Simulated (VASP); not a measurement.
# Ga3P (R-3m) in VASP: single point with PBE

Aim: the single point of Ga3P with PBE.

All numbers are computed with VASP 6.6.1; they aren't measurements. Logs are shortened: lines on timing, memory, paths and dates and some standing lists are left out, and cuts for length are marked.

**1. The cell of the first run**

It takes space group R-3m (No. 166, trigonal). Conventional cell: a = 7.430 Å, b = 7.430 Å, c = 9.201 Å, α = 90.00°, β = 90.00°, γ = 120.00°. Within 3.5 Å of Ga (site symmetry m) lie 3 P at 2.58 to 3.43 Å and 6 Ga at 2.67 to 3.26 Å. Within 3.5 Å of P (site symmetry 3m) lie 9 Ga at 2.58 to 3.43 Å.

**2. Single point, PBE**

INCAR

```
SYSTEM = Ga3P
PREC     = Accurate       ! precision mode
ENCUT    = 520            ! plane-wave cutoff, eV
EDIFF    = 1E-6           ! SCF threshold, eV
ISMEAR   = 0              ! smearing method
SIGMA    = 0.1            ! smearing width, eV
LREAL    = .False.        ! projectors in reciprocal space
LASPH    = .True.         ! aspherical terms in the spheres
NELM     = 80             ! most SCF steps
ALGO     = Normal         ! electronic algorithm
ISIF     = 2              ! what is computed and relaxed
LWAVE    = .False.        ! write WAVECAR
LCHARG   = .False.        ! write CHGCAR
GGA      = PE             ! functional
NBANDS   = 54             ! bands
```

KPOINTS

```
Automatic mesh
0
Gamma
  6 6 6
  0 0 0
```

POSCAR

```
Ga3P
1.0
    3.7149554995      2.1448305577      3.0670647534
   -3.7149554995      2.1448305577      3.0670647534
    0.0000000000     -4.2896611153      3.0670647535
Ga P
6 2
Direct
    0.7503425849      0.3115259335      0.7503425849
    0.7503425849      0.7503425849      0.3115259335
    0.3115259335      0.7503425849      0.7503425849
    0.2496574151      0.6884740665      0.2496574151
    0.6884740665      0.2496574151      0.2496574151
    0.2496574151      0.2496574151      0.6884740665
    0.2034605387      0.2034605387      0.2034605387
    0.7965394613      0.7965394613      0.7965394613
```

Potentials or basis: VASP PAW PBE potentials, release 64 (Ga_d, P).

The run is started by

```bash
cat potpaw_PBE.64/Ga_d/POTCAR potpaw_PBE.64/P/POTCAR > POTCAR
mpirun -np 1 vasp_std > vasp.out
```

OUTCAR:

```text
SYSTEM = Ga3P
   PREC = Accurate
   ENCUT = 520
   EDIFF = 1E-6
   ISMEAR = 0
   LREAL = .False.
   LASPH = .True.
   NELM = 80
   ISIF = 2
   GGA = PE

 ion  position               nearest neighbor table
   1  0.750  0.312  0.750-   8 2.58   6 2.67   5 2.67   6 2.69   5 2.69   8 2.73
   2  0.750  0.750  0.312-   8 2.58   5 2.67   4 2.67   5 2.69   4 2.69   8 2.73
   3  0.312  0.750  0.750-   8 2.58   6 2.67   4 2.67   6 2.69   4 2.69   8 2.73
   4  0.250  0.688  0.250-   7 2.58   2 2.67   3 2.67   2 2.69   3 2.69   7 2.73
   5  0.688  0.250  0.250-   7 2.58   2 2.67   1 2.67   2 2.69   1 2.69   7 2.73
   6  0.250  0.250  0.688-   7 2.58   3 2.67   1 2.67   3 2.69   1 2.69   7 2.73
   7  0.203  0.203  0.203-   4 2.58   5 2.58   6 2.58   4 2.73   5 2.73   6 2.73
   8  0.797  0.797  0.797-   1 2.58   3 2.58   2 2.58   1 2.73   3 2.73   2 2.73

  LATTYP: Found a trigonal (rhomboedric) cell.
 ALAT       =     5.2733365800
 COS(alpha) =     0.0074183464

  Lattice vectors:

 A1 = (   3.7149554995,   2.1448305577,   3.0670647534)
 A2 = (  -3.7149554995,   2.1448305577,   3.0670647534)
 A3 = (   0.0000000000,  -4.2896611153,   3.0670647535)

Analysis of symmetry for initial positions (statically):
=====================================================================
 Subroutine PRICEL returns:
 Original cell was already a primitive cell.

 Routine SETGRP: Setting up the symmetry group for a
 trigonal (rhombohedral) supercell.

 Subroutine GETGRP returns: Found 12 space group operations
 (whereof 12 operations were pure point group operations)
 out of a pool of 12 trial point group operations.

The static configuration has the point symmetry D_3d.

Analysis of symmetry for dynamics (positions and initial velocities):
=====================================================================
 Subroutine PRICEL returns:
 Original cell was already a primitive cell.

 Routine SETGRP: Setting up the symmetry group for a
 trigonal (rhombohedral) supercell.

 Subroutine GETGRP returns: Found 12 space group operations
 (whereof 12 operations were pure point group operations)
 out of a pool of 12 trial point group operations.

The dynamic configuration has the point symmetry D_3d.

 Subroutine INISYM returns: Found 12 space group operations
 (whereof 12 operations are pure point group operations),
 and found     1 'primitive' translations

----------------------------------------------------------------------------------------

                                     Primitive cell

[... 108 lines left out ...]
   ISIF   =      2    stress and relaxation
   ISYM   =      2    0-nonsym 1-usesym 2-fastsym
   POTIM  = 0.5000    time-step for ionic-motion
   TEBEG  =    0.0;   TEEND  =   0.0 temperature during run
   PSTRESS=    0.0 pullay stress
   NELECT =      88.0000    total number of electrons
   NUPDOWN=      -1.0000    fix difference up-down
   EMIN   =  10.00;   EMAX   =-10.00  energy-range for DOS
   EFERMI =   0.00;   METHOD = LEGACY
   ISMEAR =     0;   SIGMA  =   0.10  broadening in eV -4-tet -1-fermi 0-gaus
   EFERMI_NEDOS =   21; number of points for ismear=-14 and -15
   IALGO  =     38    algorithm
   IMIX   =      4    mixing-type and parameters
     AMIX     =   0.40;   BMIX     =  1.00
     AMIX_MAG =   1.60;   BMIX_MAG =  1.00
  volume/ion in A,a.u.               =      18.33       123.69
  Fermi-wavevector in a.u.,A,eV,Ry     =   1.380900  2.609522 25.944730  1.906884
  Thomas-Fermi vector in A             =   2.505734
   LORBIT       =      0    0 simple, 1 ext, 2 COOP (PROOUT), +10 PAW based schemes
   GGA     = PE    functional components
   LHFCALC =     F    Hartree Fock is set to
   AEXX    =    0.0000 exact exchange contribution
   IVDW    =     0    specifies the selected vdW correction
   LEPSILON=     F    determine dielectric tensor
   LRPA    =     F    only Hartree local field effects (RPA)
 non-spin polarized calculation
 Gauss-broadening in eV      SIGMA  =   0.10
  energy-cutoff  :      520.00
  volume of cell :      146.63
 maximum number of plane-waves:      3968
   NGX = 19   NGY = 19   NGZ = 19

 number of electron      87.9999939 magnetization

 Free energy of the ion-electron system (eV)
  ---------------------------------------------------
  ext. energy  EPLUGINS =         0.00000000
  ---------------------------------------------------
  free energy    TOTEN  =       -27.45221086 eV

  energy without entropy =      -27.43401265  energy(sigma->0) =      -27.44311175

 E-fermi :   5.6873     XC(G=0): -10.8915

 val. band max:        5.6864916378   @ k =   0.5000   0.3333   0.1667
 cond. band min:       5.6901531839   @ k =  -0.1667   0.1667   0.1667
 fundamental gap:      0.0036615461
 Fermi energy:         5.6872853425

 k-point     1 :       0.0000    0.0000    0.0000
  band No.  band energies     occupation
      1      -9.2953      2.00000
      2      -9.2798      2.00000
      3      -9.2798      2.00000
      4      -9.2156      2.00000
      5      -9.1838      2.00000
      6      -9.1758      2.00000
[... 1357 lines left out ...]
     53      10.3943      0.00000
     54      11.2257      0.00000

 [... further k-points ...]

------------------------ aborting loop because EDIFF is reached ----------------------------------------

  FORCE on cell =-STRESS in cart. coord.  units (eV):
  Direction    XX          YY          ZZ          XY          YZ          ZX
  --------------------------------------------------------------------------------------
  -------------------------------------------------------------------------------------
  Total        0.1895731      0.1895731      0.1966882      0.0000000     -0.0000000      0.0000000
  in kB        2.0714116      2.0714116      2.1491567      0.0000000     -0.0000000      0.0000000
  external PRESSURE =       2.0973267 kB  Pullay stress =       0.0000000 kB

 VOLUME and BASIS-vectors are now :
 -----------------------------------------------------------------------------
  energy-cutoff  :      520.00
  volume of cell :      146.63
      direct lattice vectors                 reciprocal lattice vectors
     3.714955499  2.144830558  3.067064753     0.134591114  0.077706216  0.108681544
    -3.714955499  2.144830558  3.067064753    -0.134591114  0.077706216  0.108681544
     0.000000000 -4.289661115  3.067064753     0.000000000 -0.155412432  0.108681544

 POSITION                                       TOTAL-FORCE (eV/Angst)
 -----------------------------------------------------------------------------------
      1.63018     -0.94119      5.55817        -0.001103      0.000637      0.002454
      0.00000      1.88237      5.55817        -0.000000     -0.001274      0.002454
     -1.63018     -0.94119      5.55817         0.001103      0.000637      0.002454
     -1.63018      0.94119      3.64303         0.001103     -0.000637     -0.002454
      1.63018      0.94119      3.64303        -0.001103     -0.000637     -0.002454
      0.00000     -1.88237      3.64303        -0.000000      0.001274     -0.002454
      0.00000      0.00000      1.87208        -0.000000     -0.000000     -0.003264
      0.00000      0.00000      7.32911        -0.000000      0.000000      0.003264
 -----------------------------------------------------------------------------------
    total drift:                                0.000000      0.000000     -0.000000

  FREE ENERGIE OF THE ION-ELECTRON SYSTEM (eV)
  ---------------------------------------------------
  free  energy   TOTEN  =       -27.4522108628 eV

  energy  without entropy=      -27.4340126458  energy(sigma->0) =      -27.44311175
```

OSZICAR:

```text
N       E                     dE             d eps       ncg     rms          rms(c)
DAV:   1     0.826710067886E+03    0.82671E+03   -0.40388E+04  3612   0.289E+03
DAV:   2     0.115419029925E+03   -0.71129E+03   -0.69165E+03  3472   0.694E+02
DAV:   3    -0.187233074114E+02   -0.13414E+03   -0.12993E+03  4062   0.201E+02
DAV:   4    -0.273556314555E+02   -0.86323E+01   -0.84762E+01  3918   0.507E+01
DAV:   5    -0.277819516206E+02   -0.42632E+00   -0.42518E+00  4788   0.112E+01    0.538E+00
DAV:   6    -0.274541556068E+02    0.32780E+00   -0.11505E+00  4638   0.880E+00    0.295E+00
DAV:   7    -0.274543305827E+02   -0.17498E-03   -0.19587E-01  3844   0.189E+00    0.145E+00
DAV:   8    -0.274526851737E+02    0.16454E-02   -0.36462E-02  4322   0.967E-01    0.224E-01
DAV:   9    -0.274521280937E+02    0.55708E-03   -0.70333E-03  4376   0.547E-01    0.138E-01
DAV:  10    -0.274521789836E+02   -0.50890E-04   -0.10329E-03  3942   0.235E-01    0.720E-02
DAV:  11    -0.274522134406E+02   -0.34457E-04   -0.25293E-04  4560   0.119E-01    0.497E-02
DAV:  12    -0.274522102765E+02    0.31641E-05   -0.36377E-05  4116   0.477E-02    0.178E-02
DAV:  13    -0.274522108628E+02   -0.58635E-06   -0.70667E-06  4170   0.159E-02
   1 F= -.27452211E+02 E0= -.27443112E+02  d E =-.181982E-01
```

stdout:

```text
POSCAR found type information on POSCAR GaP
 POSCAR found :  2 types and       8 ions
 scaLAPACK will be used
 LDA part: xc-table for (Slater+PW92), standard interpolation
 POSCAR, INCAR and KPOINTS ok, starting setup
 FFT: planning ... GRIDC
 FFT: planning ... GRID_SOFT
 FFT: planning ... GRID
 WAVECAR not read
 entering main loop
```

Wall time 4 min (1 thread of Intel Xeon 6975P-C (Granite Rapids), shared host); peak memory 0.35 GiB.

Results:

- Free energy: -27.4522 eV
- Pressure: 0.2 GPa
- Largest force: 0.003 eV/Å
- Band gap on the k mesh: zero (bands 44 and 45 overlap by 1.87 eV)

Forces on the atoms (eV/Å):
```
Ga  -0.001  0.001  0.002
Ga   0.000 -0.001  0.002
Ga   0.001  0.001  0.002
Ga   0.001 -0.001 -0.002
Ga  -0.001 -0.001 -0.002
Ga   0.000  0.001 -0.002
P    0.000  0.000 -0.003
P    0.000  0.000  0.003
```
